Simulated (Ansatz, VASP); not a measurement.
C: VASP beside Ansatz

INCAR

```
SYSTEM = C
ALGO = Normal
DIPOL = 0.5 0.5 0.342
EDIFF = 1E-6
ENCUT = 520
GGA = PE
IDIPOL = 3
ISIF = 2
ISMEAR = 0
IVDW = 12
LASPH = .True.
LCHARG = .False.
LDIPOL = .True.
LREAL = .False.
LWAVE = .False.
NBANDS = 16
NELM = 80
PREC = Accurate
SIGMA = 0.1
```

KPOINTS

```
k-points
0
Gamma
  15 15 1
  0 0 0
```

The input POSCAR:

```
C
1.0
    2.4656524409      0.0000000000      0.0000000000
   -1.2328262205      2.1353176508      0.0000000000
    0.0000000000      0.0000000000     17.5000663883
C
4
Direct
    0.6666666667      0.3333333333      0.2571437784
    0.3333333333      0.6666666667      0.2571418816
    1.1666666667      0.3333333333      0.4274307435
    0.8333333333      0.6666666667      0.4274288467
```

Input for Ansatz:

```yaml
crystal:
  lattice:
    - [2.4656524409, 0.0, 0.0]
    - [-1.2328262205, 2.1353176508, 0.0]
    - [0.0, 0.0, 17.5000663883]
  atoms:
    - { symbol: C, position: [0.6666666667, 0.3333333333, 0.2571437784] }
    - { symbol: C, position: [0.3333333333, 0.6666666667, 0.2571418816] }
    - { symbol: C, position: [1.1666666667, 0.3333333333, 0.4274307435] }
    - { symbol: C, position: [0.8333333333, 0.6666666667, 0.4274288467] }
basis:
  ecutwfc: 420
kpoints:
  mp_grid: { grid: [15, 15, 1] }
hamiltonian:
  xc: pbe
  pseudopotentials: { kind: paw, azcp: { folder: soft_1 } }
  dispersion: d3bj
scf:
  occupations: { method: gaussian, width: 0.1 }
output:
  forces: true
  eigenvalues: true
  write_density: true
  write_potential: true
  elf: true
  volumetric_format: npy
efield:
  axis: 3
  dipole_correction: true
  ramp_width: 0.04
```

Alike in both runs: task single point; functional PBE; dispersion D3(BJ); k mesh 15 × 15 × 1; occupations gaussian, width 0.1 eV; no spin polarisation.

|  | VASP | Ansatz |
| --- | --- | --- |
| version | VASP 6.6.1 | Ansatz 0.2.0 |
| potentials or method | VASP PAW PBE potentials, release 64 (C), cutoff 520 eV | scalar-relativistic, plane waves, PAW |
| valence electrons in the cell | 16 | 16 |

Ansatz gave:

| Property | Result |
| --- | --- |
| gap on the k mesh at the Fermi level (eV) | 0.43 |
| least direct gap on the mesh (eV) | 0.43 |
| rms of the force components (eV/Å) | 0.094 |

Problem. Which values does VASP return?

Solution. gap on the k mesh at the Fermi level (eV): 0.43; least direct gap on the mesh (eV): 0.43; rms of the force components (eV/Å): 0.095.

Atom by atom the forces differ by 0.000 eV/Å (rms over components). Ansatz's warnings: structure snapped to symmetry, xc potential rough in thin density.
